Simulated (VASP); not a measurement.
# Sm2B2Rh (P-3m1) in VASP: further runs

Runs on Sm2B2Rh. Level: PBE. Tasks: relaxation of cell and atoms, single point.

All numbers are computed with VASP 6.6.1; they aren't measurements. Logs are shortened: lines on timing, memory, paths and dates and some standing lists are left out, and cuts for length are marked.

## Step 1: The cell of the first run

It takes space group P-3m1 (No. 164, trigonal). The conventional cell has a = 4.435 Å, b = 4.435 Å, c = 4.797 Å, α = 90.00°, β = 90.00°, γ = 120.00°. Within 2.2 Å of Sm (site symmetry 3m) lie 1 B at 1.65 Å. Within 2.2 Å of B (site symmetry 3m) lie 1 Sm at 1.65 Å. Rh (site symmetry -3m) has 6 B at 2.63 Å and 12 Sm at 3.41 to 3.62 Å within 3.7 Å.

The cell was built from a structure type or drawn by symmetry, and may not be a known phase.

## Step 2: Relaxation of cell and atoms, PBE

Contents of INCAR:

```
SYSTEM = Sm2B2Rh
PREC     = Accurate       ! precision mode
ENCUT    = 500            ! plane-wave cutoff, eV
EDIFF    = 1E-7           ! SCF threshold, eV
ISMEAR   = 0              ! smearing method
SIGMA    = 0.1            ! smearing width, eV
LREAL    = .FALSE.        ! projectors in reciprocal space
LASPH    = .TRUE.         ! aspherical terms in the spheres
NELM     = 200            ! most SCF steps
ALGO     = Normal         ! electronic algorithm
ISIF     = 3              ! what is computed and relaxed
LWAVE    = .FALSE.        ! write WAVECAR
LCHARG   = .FALSE.        ! write CHGCAR
GGA      = PE             ! functional
IBRION   = 2              ! ionic algorithm
NSW      = 90             ! ionic steps
EDIFFG   = -0.04          ! ionic threshold
GGA_COMPAT= .FALSE.      
NELMIN   = 4            
LMAXMIX  = 6              ! l up to which the mixer works
```

Contents of KPOINTS:

```
Automatic mesh
0
G
  6 6 4
  0 0 0
```

Contents of POSCAR:

```
Sm2B2Rh
1.0
    4.4345566000      0.0000000000      0.0000000000
   -2.2172783000      3.8404386700      0.0000000000
    0.0000000000      0.0000000000      4.7973636700
Sm B Rh
2 2 1
Direct
    0.3333333300      0.6666666700      0.4679999900
    0.6666666700      0.3333333300      0.5320000100
    0.3333333300      0.6666666700      0.1232000000
    0.6666666700      0.3333333300      0.8768000000
    0.0000000000      0.0000000000      0.0000000000
```

Potentials or basis: VASP PAW PBE potentials, release 64 (Sm_3, B, Rh_pv), 4f in core.

Launch:

```bash
> cat potpaw_PBE.64/Sm_3/POTCAR potpaw_PBE.64/B/POTCAR potpaw_PBE.64/Rh_pv/POTCAR > POTCAR
> mpirun -np 1 vasp_std > vasp.out
```

OUTCAR:

```text
SYSTEM = Sm2B2Rh
   PREC = Accurate
   ENCUT = 500
   EDIFF = 1E-7
   ISMEAR = 0
   LREAL = .FALSE.
   LASPH = .TRUE.
   NELM = 200
   ISIF = 3
   GGA = PE
   IBRION = 2
   NSW = 90
   EDIFFG = -0.04
   NELMIN = 4

 ion  position               nearest neighbor table
   1  0.333  0.667  0.468-   3 1.65   2 2.58   2 2.58   2 2.58   5 3.41   5 3.41   5 3.41
   2  0.667  0.333  0.532-   4 1.65   1 2.58   1 2.58   1 2.58   5 3.41   5 3.41   5 3.41
   3  0.333  0.667  0.123-   1 1.65   5 2.63   5 2.63   5 2.63
   4  0.667  0.333  0.877-   2 1.65   5 2.63   5 2.63   5 2.63
   5  0.000  0.000  0.000-   3 2.63   4 2.63   3 2.63   4 2.63   4 2.63   3 2.63   1 3.41   2 3.41
                             1 3.41   2 3.41   1 3.41   2 3.41

  LATTYP: Found a hexagonal cell.
 ALAT       =     4.4345566000
 C/A-ratio  =     1.0818136068

  Lattice vectors:

 A1 = (   4.4345566000,   0.0000000000,   0.0000000000)
 A2 = (  -2.2172783000,   3.8404386700,   0.0000000000)
 A3 = (   0.0000000000,   0.0000000000,   4.7973636700)

Analysis of symmetry for initial positions (statically):
=====================================================================
 Subroutine PRICEL returns:
 Original cell was already a primitive cell.

 Routine SETGRP: Setting up the symmetry group for a
 hexagonal supercell.

 Subroutine GETGRP returns: Found 12 space group operations
 (whereof 12 operations were pure point group operations)
 out of a pool of 24 trial point group operations.

The static configuration has the point symmetry D_3d.

Analysis of symmetry for dynamics (positions and initial velocities):
=====================================================================
 Subroutine PRICEL returns:
 Original cell was already a primitive cell.

 Routine SETGRP: Setting up the symmetry group for a
 hexagonal supercell.

 Subroutine GETGRP returns: Found 12 space group operations
 (whereof 12 operations were pure point group operations)
 out of a pool of 24 trial point group operations.

The dynamic configuration has the point symmetry D_3d.

 Subroutine INISYM returns: Found 12 space group operations
 (whereof 12 operations are pure point group operations),
 and found     1 'primitive' translations

----------------------------------------------------------------------------------------

                                     Primitive cell

  volume of cell :      81.7022

  direct lattice vectors                    reciprocal lattice vectors
     4.434556600  0.000000000  0.000000000     0.225501688  0.130193460  0.000000000
    -2.217278300  3.840438670  0.000000000     0.000000000  0.260386921  0.000000000
     0.000000000  0.000000000  4.797363670     0.000000000  0.000000000  0.208447820

  length of vectors
     4.434556600  4.434556600  4.797363670     0.260386921  0.260386921  0.208447820

  position of ions in fractional coordinates (direct lattice)
     0.333333330  0.666666670  0.467999990
     0.666666670  0.333333330  0.532000010
     0.333333330  0.666666670  0.123200000
     0.666666670  0.333333330  0.876800000
     0.000000000  0.000000000  0.000000000

  ion indices of the primitive-cell ions
   primitive index   ion index
                 1           1
                 2           2
                 3           3
                 4           4
                 5           5

----------------------------------------------------------------------------------------

 KPOINTS: Automatic mesh

Automatic generation of k-mesh.
 Grid dimensions read from file:
 generate k-points for:    6    6    4

 Generating k-lattice:

  Cartesian coordinates                     Fractional coordinates (reciprocal lattice)
     0.037583615  0.021698910  0.000000000     0.166666667  0.000000000  0.000000000
     0.000000000  0.043397820  0.000000000     0.000000000  0.166666667  0.000000000
     0.000000000  0.000000000  0.052111955     0.000000000  0.000000000  0.250000000

  Length of vectors
     0.043397820  0.043397820  0.052111955

  Shift w.r.t. Gamma in fractional coordinates (k-lattice)
     0.000000000  0.000000000  0.000000000

 Subroutine IBZKPT returns following result:
 ===========================================

 Found     24 irreducible k-points:

 Following reciprocal coordinates:
            Coordinates               Weight
  0.000000  0.000000  0.000000      1.000000
  0.166667 -0.000000  0.000000      6.000000
  0.333333 -0.000000  0.000000      6.000000
  0.500000 -0.000000  0.000000      3.000000
  0.166667  0.166667  0.000000      6.000000
  0.333333  0.166667  0.000000     12.000000
[... 16 lines left out ...]
  0.333333  0.166667  0.500000     12.000000
  0.333333  0.333333  0.500000      2.000000
   k-points           NKPTS =     24   k-points in BZ     NKDIM =     24   number of bands    NBANDS=     25
   number of dos      NEDOS =    301   number of ions     NIONS =      5
   total plane-waves  NPLWV =  36864
   dimension x,y,z NGX =    32 NGY =   32 NGZ =   36
   dimension x,y,z NGXF=    64 NGYF=   64 NGZF=   72
   ions per type =               2   2   1
   NGX,Y,Z   is equivalent  to a cutoff of  12.00, 12.00, 12.48 a.u.
   NGXF,Y,Z  is equivalent  to a cutoff of  23.99, 23.99, 24.95 a.u.
 SYSTEM =  Sm2B2Rh
   PREC   = accura    normal or accurate (medium, high low for compatibility)
   ISTART =      0    job   : 0-new  1-cont  2-samecut
   ICHARG =      2    charge: 1-file 2-atom 10-const
   ISPIN  =      1    spin polarized calculation?
   LNONCOLLINEAR =      F non collinear calculations
   LSORBIT =      F    spin-orbit coupling
   LASPH  =      T    aspherical Exc in radial PAW
   ENCUT  =  500.0 eV  36.75 Ry    6.06 a.u.   8.09  8.09  8.75*2*pi/ulx,y,z
   NELM   =    200;   NELMIN=  4; NELMDL= -5     # of ELM steps
   EDIFF  = 0.1E-06   stopping-criterion for ELM
   LREAL  =      F    real-space projection
   EDIFFG = -.4E-01   stopping-criterion for IOM
   NSW    =     90    number of steps for IOM
   IBRION =      2    ionic relax: 0-MD 1-quasi-New 2-CG
   NFREE  =      1    steps in history (QN), initial steepest desc. (CG)
   ISIF   =      3    stress and relaxation
   ISYM   =      2    0-nonsym 1-usesym 2-fastsym
   POTIM  = 0.5000    time-step for ionic-motion
   TEBEG  =    0.0;   TEEND  =   0.0 temperature during run
   PSTRESS=    0.0 pullay stress
   NELECT =      43.0000    total number of electrons
   NUPDOWN=      -1.0000    fix difference up-down
   EMIN   =  10.00;   EMAX   =-10.00  energy-range for DOS
   EFERMI =   0.00;   METHOD = LEGACY
   ISMEAR =     0;   SIGMA  =   0.10  broadening in eV -4-tet -1-fermi 0-gaus
   EFERMI_NEDOS =   21; number of points for ismear=-14 and -15
   IALGO  =     38    algorithm
   IMIX   =      4    mixing-type and parameters
     AMIX     =   0.40;   BMIX     =  1.00
     AMIX_MAG =   1.60;   BMIX_MAG =  1.00
  volume/ion in A,a.u.               =      16.34       110.27
  Fermi-wavevector in a.u.,A,eV,Ry     =   1.321761  2.497767 23.770105  1.747053
  Thomas-Fermi vector in A             =   2.451492
   LORBIT       =      0    0 simple, 1 ext, 2 COOP (PROOUT), +10 PAW based schemes
   GGA     = PE    functional components
   LHFCALC =     F    Hartree Fock is set to
   AEXX    =    0.0000 exact exchange contribution
   IVDW    =     0    specifies the selected vdW correction
   LEPSILON=     F    determine dielectric tensor
   LRPA    =     F    only Hartree local field effects (RPA)
 conjugate gradient relaxation of ions
 non-spin polarized calculation
 Gauss-broadening in eV      SIGMA  =   0.10
  energy-cutoff  :      500.00
  volume of cell :       81.70
 maximum number of plane-waves:      2088
   NGX = 17   NGY = 17   NGZ = 17

--------------------------------------- Ionic step        1  -------------------------------------------

 number of electron      42.9999995 magnetization

 Free energy of the ion-electron system (eV)
  ---------------------------------------------------
  ext. energy  EPLUGINS =         0.00000000
  ---------------------------------------------------
  free energy    TOTEN  =       -12.25524025 eV

  energy without entropy =      -12.23117272  energy(sigma->0) =      -12.24320648

------------------------ aborting loop because EDIFF is reached ----------------------------------------

  FORCE on cell =-STRESS in cart. coord.  units (eV):
  Direction    XX          YY          ZZ          XY          YZ          ZX
  --------------------------------------------------------------------------------------
  -------------------------------------------------------------------------------------
  Total       -0.2959906     -0.2959906     59.4125954      0.0000000      0.0000000      0.0000000
  in kB       -5.8043671     -5.8043671   1165.0791452      0.0000000      0.0000000      0.0000000
  external PRESSURE =     384.4901370 kB  Pullay stress =       0.0000000 kB
[... 98 lines left out ...]
  FREE ENERGIE OF THE ION-ELECTRON SYSTEM (eV)
  ---------------------------------------------------
  free  energy   TOTEN  =       -23.2771355998 eV

  energy  without entropy=      -23.2462989825  energy(sigma->0) =      -23.26171729

 E-fermi :   2.9264     XC(G=0):  -9.7498

 val. band max:        2.8524946463   @ k =   0.1667  -0.0000   0.2500
 cond. band min:       2.9267596077   @ k =   0.1667  -0.0000   0.0000
 fundamental gap:      0.0742649615
 Fermi energy:         2.9263668236

 k-point     1 :       0.0000    0.0000    0.0000
  band No.  band energies     occupation
      1     -42.8337      2.00000
      2     -42.8337      2.00000
      3     -42.5486      2.00000
      4     -38.3664      2.00000
      5     -38.1007      2.00000
      6     -18.1048      2.00000
[... 661 lines left out ...]
     24       4.0275      0.00000
     25       4.0275      0.00000

[... ionic steps 4 to 25 ...]

--------------------------------------- Ionic step       26  -------------------------------------------

 number of electron      43.0000000 magnetization

------------------------ aborting loop because EDIFF is reached ----------------------------------------

  FORCE on cell =-STRESS in cart. coord.  units (eV):
  Direction    XX          YY          ZZ          XY          YZ          ZX
  --------------------------------------------------------------------------------------
  -------------------------------------------------------------------------------------
  Total        0.2432588      0.2432588     -0.1767862      0.0000000      0.0000000     -0.0000000
  in kB        4.3009070      4.3009070     -3.1256467      0.0000000      0.0000000     -0.0000000
  external PRESSURE =       1.8253891 kB  Pullay stress =       0.0000000 kB
[... 63 lines left out ...]
  energy  without entropy=      -31.2134044322  energy(sigma->0) =      -31.21890514

--------------------------------------- Ionic step       28  -------------------------------------------

 number of electron      43.0000001 magnetization

 Free energy of the ion-electron system (eV)
  ---------------------------------------------------
  ext. energy  EPLUGINS =         0.00000000
  ---------------------------------------------------
  free energy    TOTEN  =       -31.22594239 eV

  energy without entropy =      -31.21485423  energy(sigma->0) =      -31.22039831

 E-fermi :   5.0277     XC(G=0): -10.9137

 val. band max:        4.9450555363   @ k =   0.3333   0.3333   0.0000
 cond. band min:       5.0280053561   @ k =   0.3333   0.3333   0.0000
 fundamental gap:      0.0829498198
 Fermi energy:         5.0276510839

 k-point     1 :       0.0000    0.0000    0.0000
  band No.  band energies     occupation
      1     -41.7070      2.00000
      2     -41.7070      2.00000
      3     -41.4479      2.00000
      4     -35.5728      2.00000
      5     -35.5459      2.00000
      6     -15.3795      2.00000
[... 693 lines left out ...]
  FREE ENERGIE OF THE ION-ELECTRON SYSTEM (eV)
  ---------------------------------------------------
  free  energy   TOTEN  =       -31.2259423923 eV

  energy  without entropy=      -31.2148542260  energy(sigma->0) =      -31.22039831

 reached required accuracy - stopping structural energy minimisation
```

It took 8.6 min on 1 thread of AMD EPYC 9R45 (Zen 5), shared host; peak memory 0.21 GiB.

What came out:

```
Free energy                           : -31.2259 eV
Relaxed volume                        : 18.19 Å³/atom
Relaxed cell                          : a = 3.717 Å, b = 3.717 Å, c = 7.600 Å, α = 90.00°, β = 90.00°, γ = 120.00°
Space group after relaxing (to 0.1 Å) : P-3m1 (No. 164)
Energy gained by relaxing             : 3794.1 meV/atom
Ionic steps                           : 28
Pressure after relaxing               : 0.0 GPa
Largest force after relaxing          : 0.038 eV/Å
Band gap on the k mesh                : zero (an odd number of electrons rules out a gap without spin polarisation)
```

Forces in eV/Å, atoms in the order of the input:
```
Sm   0.000  0.000  0.008
Sm   0.000  0.000 -0.008
B    0.000  0.000  0.038
B    0.000  0.000 -0.038
Rh   0.000  0.000  0.000
```

Step by step:
| step | energy change (eV) | largest force (eV/Å) | pressure (GPa) | volume (Å³) |
| --- | --- | --- | --- | --- |
| 1 | 0.0000 | 19.8100 | 38.45 | 81.70 |
| 2 | -10.1310 | 6.6361 | -7.62 | 127.80 |
| 3 | -11.0219 | 4.5826 | -9.65 | 123.53 |
| 4 | -11.2366 | 3.8426 | -10.56 | 121.68 |
| 5 | -11.4385 | 2.8060 | -12.06 | 118.45 |
| 6 | -11.6846 | 2.9568 | -14.10 | 100.12 |
| 7 | -11.6374 | 3.3420 | -7.49 | 90.92 |
| 8 | -11.7276 | 3.1403 | -12.65 | 96.93 |
| 9 | -13.6671 | 2.7888 | -0.08 | 80.82 |
| 10 | -13.9298 | 3.9315 | 13.46 | 73.72 |
| 11 | -14.7655 | 3.7431 | 19.76 | 70.95 |
| 12 | -15.2344 | 3.0811 | 42.42 | 65.50 |
| 13 | -16.2965 | 1.8990 | 33.53 | 68.20 |
| 14 | -17.6995 | 0.9595 | 24.24 | 74.38 |
| 15 | -16.7105 | 3.5394 | 14.31 | 86.07 |
| 16 | -17.8258 | 1.9791 | 19.94 | 79.32 |
| 17 | -18.4791 | 1.5678 | 7.71 | 84.66 |
| 18 | -18.6620 | 1.1641 | -1.75 | 90.27 |
| 19 | -18.6628 | 1.1878 | -1.21 | 89.90 |
| 20 | -18.7192 | 1.0757 | -1.04 | 89.86 |
| 21 | -18.8563 | 0.6848 | -0.46 | 89.75 |
| 22 | -18.9470 | 0.2882 | 1.15 | 89.50 |
| 23 | -18.9513 | 0.2391 | 0.82 | 89.54 |
| 24 | -18.9616 | 0.2598 | -0.27 | 90.48 |
| 25 | -18.9628 | 0.2703 | -0.75 | 90.91 |
| 26 | -18.9691 | 0.0806 | 0.18 | 90.62 |
| 27 | -18.9692 | 0.0525 | 0.32 | 90.58 |
| 28 | -18.9707 | 0.0377 | 0.04 | 90.93 |

Final structure:
```
CELL_PARAMETERS angstrom
3.71682 0.00000 0.00000
-1.85841 3.21886 0.00000
0.00000 0.00000 7.60031
ATOMIC_POSITIONS crystal
Sm 0.33333 0.66667 0.70946
Sm 0.66667 0.33333 0.29054
B 0.33333 0.66667 0.07488
B 0.66667 0.33333 0.92512
Rh 0.00000 0.00000 0.00000
```

Caveat: the electronic state changed during the relaxation; a cell axis changed by over 15 % at a fixed basis, so the end point is rough; spin-orbit coupling is left out, which moves the levels of the heavy elements; the 4f electrons are frozen in the core, so they carry no moment and show no levels.

## Step 3: Single point, PBE, collinear spin, ferromagnetic start

This run uses another cell than the first one, of 18.77 Å³/atom.

Contents of INCAR:

```
SYSTEM = Sm2B2Rh
PREC     = Accurate       ! precision mode
ENCUT    = 500            ! plane-wave cutoff, eV
EDIFF    = 1E-6           ! SCF threshold, eV
ISMEAR   = 0              ! smearing method
SIGMA    = 0.1            ! smearing width, eV
LREAL    = .FALSE.        ! projectors in reciprocal space
LASPH    = .TRUE.         ! aspherical terms in the spheres
NELM     = 200            ! most SCF steps
ALGO     = Normal         ! electronic algorithm
ISIF     = 2              ! what is computed and relaxed
LWAVE    = .FALSE.        ! write WAVECAR
LCHARG   = .FALSE.        ! write CHGCAR
ISPIN    = 2              ! spin polarisation
MAGMOM   = 0 0 0 0 1      ! initial moments
LORBIT   = 11             ! projections on sites
LMAXMIX  = 6              ! l up to which the mixer works
GGA      = PE             ! functional
NBANDS   = 34             ! bands
GGA_COMPAT= .FALSE.
```

Contents of KPOINTS:

```
Automatic mesh
0
G
  6 6 2
  0 0 0
```

Contents of POSCAR:

```
Sm2B2Rh
1.0
    3.6964458689      0.0000000000      0.0000000000
   -1.8482229344      3.2012160262      0.0000000000
    0.0000000000      0.0000000000      7.9300759996
Sm B Rh
2 2 1
Direct
    0.3333333333      0.6666666667      0.2826584611
    0.6666666667      0.3333333333      0.7173415389
    0.3333333333      0.6666666667      0.9267799771
    0.6666666667      0.3333333333      0.0732200229
    0.0000000000      0.0000000000      0.0000000000
```

Potentials or basis: VASP PAW PBE potentials, release 64 (Sm_3, B, Rh_pv), 4f in core.

Launch:

```bash
> cat potpaw_PBE.64/Sm_3/POTCAR potpaw_PBE.64/B/POTCAR potpaw_PBE.64/Rh_pv/POTCAR > POTCAR
> mpirun -np 1 vasp_std > vasp.out
```

Run time: 46 s. Hardware: 1 thread of AMD EPYC 9R45 (Zen 5), shared host; peak memory 0.25 GiB.

It converged, with:

```
Free energy                                           : -31.4893 eV
Pressure                                              : 0.5 GPa
Largest force                                         : 0.065 eV/Å
Net moment                                            : 0.00 μB per cell
Valence electrons inside the program's atomic spheres : Sm 9.10; B 1.69; Rh 14.08
```

Forces on the atoms (eV/Å):
```
Sm   0.000  0.000 -0.037
Sm   0.000  0.000  0.037
B    0.000  0.000  0.065
B    0.000  0.000 -0.065
Rh   0.000  0.000  0.000
```

Stress tensor (GPa, compression positive):
```
0.43 0.00 0.00
0.00 0.43 0.00
0.00 0.00 0.51
```

Levels at points of the mesh, in eV from the Fermi level:
Spin up:
```tsv
k point	band 20	band 21	band 22	band 23	band 24	band 25
(0.00, 0.00, 0.00)	0.52	0.57	0.67	0.67	1.78	2.42
(0.50, 0.00, 0.00)	-1.79	-1.24	-0.58	0.26	1.56	2.62
(0.00, 0.00, 0.50)	-0.10	0.77	0.77	0.93	2.15	2.15
(0.50, 0.00, 0.50)	-1.90	-0.91	-0.38	0.16	1.12	3.01
```
Spin down:
```tsv
k point	band 19	band 20	band 21	band 22	band 23	band 24	band 25	band 26
(0.00, 0.00, 0.00)	-1.18	0.52	0.57	0.67	0.67	1.78	2.42	2.42
(0.50, 0.00, 0.00)	-2.04	-1.79	-1.24	-0.58	0.26	1.56	2.62	3.89
(0.00, 0.00, 0.50)	-1.13	-0.10	0.77	0.77	0.93	2.15	2.15	2.92
(0.50, 0.00, 0.50)	-1.98	-1.90	-0.91	-0.38	0.16	1.12	3.01	3.07
```

Caveat: the k points lie up to 0.40 Å⁻¹ apart; the magnetic or orbital state may not be the lowest; spin-orbit coupling is left out, which moves the levels of the heavy elements; the 4f electrons are frozen in the core, so they carry no moment and show no levels. The state reached can hang on the start; a lower one may exist.
